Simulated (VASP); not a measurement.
Set up this calculation in VASP 6.6.1, as the native input.

| Quantity | Value |
| --- | --- |
| Task | single point |
| Functional | PBE |
| Potentials or basis | VASP PAW PBE potentials, release 64 (In_d, P) |
| Cutoff | 500 eV |
| k mesh | 6 × 6 × 6 |
| Occupations | fermi-dirac, width 0.02 eV |
| Spin | no spin polarisation |
| Dipole correction | no |
| Further INCAR settings | ALGO = Normal; EDIFF = 1e-06; NBANDS = 16 |

The structure of InP lies in POSCAR:

```
InP
1.0
    3.4134150559      0.0000000000      0.0000000000
    0.0000000000      3.4134150559      0.0000000000
    0.0000000000      0.0000000000      3.4134150559
In P
1 1
Direct
    0.0000000000      0.0000000000      0.0000000000
    0.5000000000      0.5000000000      0.5000000000
```

The input as run:

INCAR

```
PREC = Accurate
ENCUT = 500
EDIFF = 1E-6
ISMEAR = -1
SIGMA = 0.02
LREAL = False
LASPH = True
NELM = 120
ALGO = Normal
ISIF = 2
LWAVE = False
LCHARG = False
GGA = PE
NBANDS = 16
GGA_COMPAT = False
```

KPOINTS

```
regular mesh
0
Gamma
  6 6 6
```

Potentials or basis: VASP PAW PBE potentials, release 64 (In_d, P).

Command:

```sh
$ cat potpaw_PBE.64/In_d/POTCAR potpaw_PBE.64/P/POTCAR > POTCAR
$ mpirun -np 1 vasp_std > vasp.out
```

Results of the run:

The pressure is 1.4 GPa and the band gap on the k mesh is zero (band 9 reaches 9.11 eV, above the bottom of band 10 at 6.58 eV).

Caveat: spin-orbit coupling is left out, which moves the levels of the heavy elements.

Run time: 7.3 s on 1 thread of Intel(R) Xeon(R) Platinum 8488C (Sapphire Rapids), on a shared host, peak memory 0.15 GiB.
